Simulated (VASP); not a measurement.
Write the native input for VASP 6.6.1 that does the following.

```
Task                   : single point
Functional             : PBE
Potentials or basis    : VASP PAW PBE potentials, release 64 (Sc_sv, In_d, As)
Cutoff                 : 520 eV
k mesh                 : 6 × 6 × 6
Occupations            : gaussian, width 0.1 eV
Spin                   : no spin polarisation
Dipole correction      : no
Further INCAR settings : ALGO = Normal; EDIFF = 1e-06; NBANDS = 62
```

The structure of Sc2InAs3 lies in POSCAR:

```
Sc2InAs3
1.0
    6.7987162362      0.0000000000      0.0000000000
   -3.3993581181      5.8878609737      0.0000000000
    0.0000000000      0.0000000000      6.6615181866
Sc In As
4 2 6
Direct
    0.3333333333      0.6666666667      0.0000000000
    0.6666666667      0.3333333333      0.5000000000
    0.6666666667      0.3333333333      0.0000000000
    0.3333333333      0.6666666667      0.5000000000
    0.0000000000      0.0000000000      0.0000000000
    0.0000000000      0.0000000000      0.5000000000
    0.3530443524      0.0000000000      0.2500000000
    0.3530443524      0.3530443524      0.7500000000
    0.0000000000      0.3530443524      0.2500000000
    0.6469556476      0.0000000000      0.7500000000
    0.6469556476      0.6469556476      0.2500000000
    0.0000000000      0.6469556476      0.7500000000
```

The cell was generated, and may not be a known phase.

These files were run (other wordings do the same):

INCAR

```
SYSTEM = Sc2InAs3
PREC     = Accurate       ! precision mode
ENCUT    = 520            ! plane-wave cutoff, eV
EDIFF    = 1E-6           ! SCF threshold, eV
ISMEAR   = 0              ! smearing method
SIGMA    = 0.1            ! smearing width, eV
LREAL    = .False.        ! projectors in reciprocal space
LASPH    = .True.         ! aspherical terms in the spheres
NELM     = 80             ! most SCF steps
ALGO     = Normal         ! electronic algorithm
ISIF     = 2              ! what is computed and relaxed
LWAVE    = .False.        ! write WAVECAR
LCHARG   = .True.         ! write CHGCAR
GGA      = PE             ! functional
LELF     = .True.         ! ELF
LVHAR    = .True.       
NBANDS   = 62             ! bands
```

KPOINTS

```
Automatic mesh
0
Gamma
  6 6 6
  0 0 0
```

Potentials or basis: VASP PAW PBE potentials, release 64 (Sc_sv, In_d, As).

Launch:

```console
$ cat potpaw_PBE.64/Sc_sv/POTCAR potpaw_PBE.64/In_d/POTCAR potpaw_PBE.64/As/POTCAR > POTCAR
$ mpirun -np 1 vasp_std > vasp.out
```

It gave:

| Quantity | Value |
| --- | --- |
| Pressure | 0.2 GPa |
| Largest force | 0.006 eV/Å |
| Band gap on the k mesh | zero (bands 50 and 51 overlap by 0.65 eV) |

Caveat: spin-orbit coupling is left out, which moves the levels of the heavy elements.

Run time: 8.9 min on 1 thread of Intel(R) Xeon(R) Platinum 8488C (Sapphire Rapids) (shared host), peak memory 0.62 GiB.
